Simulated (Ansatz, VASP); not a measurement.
**InSb3 in VASP and in Ansatz**

INCAR

```
SYSTEM = InSb3
PREC = Accurate ; ENCUT = 520
EDIFF = 1E-7 ; ISMEAR = 0
SIGMA = 0.15 ; LREAL = .False.
LASPH = .True. ; NELM = 80
ALGO = Normal ; ISIF = 2
LWAVE = .False. ; LCHARG = .False.
GGA = PS ; NBANDS = 22
```

KPOINTS

```
regular mesh
0
Gamma
  10 10 10
  0 0 0
```

POSCAR

```
InSb3
1.0
    4.4501479074      0.0000000000      0.0000000000
    0.0000000000      4.4501479074      0.0000000000
    0.0000000000      0.0000000000      5.3383974297
In Sb
1 3
Direct
    0.0000000000      0.0000000000      0.0000000000
    0.5000000000      0.0000000000      0.5000000000
    0.0000000000      0.5000000000      0.5000000000
    0.5000000000      0.5000000000      0.0000000000
```

Input for Ansatz:

```yaml
crystal:
  lattice:
    - [4.4501479074, 0.0, 0.0]
    - [0.0, 4.4501479074, 0.0]
    - [0.0, 0.0, 5.3383974297]
  atoms:
    - { symbol: In, position: [0.0, 0.0, 0.0] }
    - { symbol: Sb, position: [0.5, 0.0, 0.5] }
    - { symbol: Sb, position: [0.0, 0.5, 0.5] }
    - { symbol: Sb, position: [0.5, 0.5, 0.0] }
basis:
  ecutwfc: 420
kpoints:
  mp_grid: { grid: [10, 10, 10] }
hamiltonian:
  xc: pbesol
  pseudopotentials: { kind: paw, azcp: { folder: soft_1 } }
scf:
  occupations: { method: gaussian, width: 0.15 }
output:
  forces: true
  stress: true
  eigenvalues: true
  write_density: true
  write_potential: true
  elf: true
  volumetric_format: npy
```

Alike in both runs: task single point; functional PBEsol; k mesh 10 × 10 × 10; occupations gaussian, width 0.15 eV; no spin polarisation.

```csv
,VASP,Ansatz
version,VASP 6.6.1,Ansatz 0.2.0
potentials or method,"VASP PAW PBE potentials, release 64 (In_d, Sb), cutoff 520 eV","scalar-relativistic, plane waves, PAW"
valence electrons in the cell,28,58
```

```csv
,VASP,Ansatz,Ansatz less VASP
gap on the k mesh at the Fermi level (eV),none,none,-
pressure (GPa),0.2,0.2,-0.01
"traceless stress, the component that is largest in VASP (GPa)",-0.62,-0.58,+0.032
```

VASP's potentials were made for PBE, not for PBEsol, and Ansatz warns of the same on its side. A gap of «none» marks a metal or a gap that the smearing closes. VASP's potentials hold 28 valence electrons a cell and Ansatz's 58, so a difference there can come from the potentials and not from the codes.

Neither program's run includes spin-orbit coupling.
